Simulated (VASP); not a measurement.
Set up this calculation in VASP 6.6.1, as the native input.

```yaml
Task: single point
Functional: PBE
Potentials_or_basis: VASP PAW PBE potentials, release 64 (N)
Cutoff: 520 eV
k_mesh: 6 × 6 × 6
Occupations: fermi-dirac, width 0.02 eV
Spin: no spin polarisation
Dipole_correction: no
Further_INCAR_settings: ALGO = Normal; EDIFF = 1e-06; NBANDS = 18
```

The structure of N lies in POSCAR:

```
N
1.0
    3.9609740433      0.0000000000      0.0000000000
    0.0000000000      3.9609740433      0.0000000000
    0.0000000000      0.0000000000      5.1331803146
N
4
Direct
    0.9024068167      0.9024068167      0.0000000000
    0.5975931833      0.4024068167      0.5000000000
    0.0975931833      0.0975931833      0.0000000000
    0.4024068167      0.5975931833      0.5000000000
```

The input as run:

INCAR

```
PREC     = Accurate       # precision mode
ENCUT    = 520            # plane-wave cutoff, eV
EDIFF    = 1E-6           # SCF threshold, eV
ISMEAR   = -1             # smearing method
SIGMA    = 0.02           # smearing width, eV
LREAL    = F              # projectors in reciprocal space
LASPH    = T              # aspherical terms in the spheres
NELM     = 80             # most SCF steps
ALGO     = Normal         # electronic algorithm
ISIF     = 2              # what is computed and relaxed
LWAVE    = F              # write WAVECAR
LCHARG   = F              # write CHGCAR
GGA      = PE             # functional
NBANDS   = 18             # bands
```

KPOINTS

```
Automatic mesh
0
Gamma
  6 6 6
```

Potentials or basis: VASP PAW PBE potentials, release 64 (N).

Run with:

```bash
$ cat potpaw_PBE.64/N/POTCAR > POTCAR
$ mpirun -np 1 vasp_std > vasp.out
```

It gave:

| Item | Value |
| --- | --- |
| Pressure | 5.3 GPa |
| Largest force | 3.106 eV/Å |
| Band gap on the k mesh | 6.80 eV (least direct gap 7.04 eV) |

Caveat: the standard files for N, O and F lose accuracy on very short bonds; the cell stands under pressure; this functional lacks dispersion, which holds the molecules together, so the pressure and a relaxed volume are unreliable; forces of over 1 eV/Å act on the atoms, so gaps and moduli don't describe the material at rest.

Run time: 18 s on 1 thread of Intel(R) Xeon(R) 6975P-C (Granite Rapids), with other jobs on the host, peak memory 0.18 GiB.
